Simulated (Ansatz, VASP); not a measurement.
## One calculation of K4PbS3, two programs

```
K Pb S
1.0
     7.38930    0.00000    0.00000
     0.00000    7.38930    0.00000
     0.00000    0.00000    5.25705
K Pb S
4 1 3
Direct
  0.27162 0.27162 0.00000
  0.72838 0.72838 0.00000
  0.72838 0.27162 0.00000
  0.27162 0.72838 0.00000
  0.00000 0.00000 0.50000
  0.00000 0.50000 0.50000
  0.50000 0.00000 0.50000
  0.00000 0.00000 0.00000
```

Alike in both runs: task single point; functional PBE; k mesh 6 × 6 × 8; occupations gaussian, width 0.1 eV; no spin polarisation.

|  | VASP | Ansatz |
| --- | --- | --- |
| version | VASP 6.6.1 | Ansatz 0.2.0 |
| potentials or method | VASP PAW PBE potentials, release 64 (K_sv, Pb_d, S), cutoff 520 eV | scalar-relativistic, plane waves, PAW |
| valence electrons in the cell | 68 | 68 |

```csv
,VASP,Ansatz,Ansatz less VASP
gap on the k mesh at the Fermi level (eV),none,none,-
pressure (GPa),0.0,0.0,-0.01
rms of the force components (eV/Å),0.006,0.001,-0.0050
```

Atom by atom the forces differ by 0.005 eV/Å (rms over components). A gap of «none» marks a metal or a gap that the smearing closes.

Neither program's run includes spin-orbit coupling.
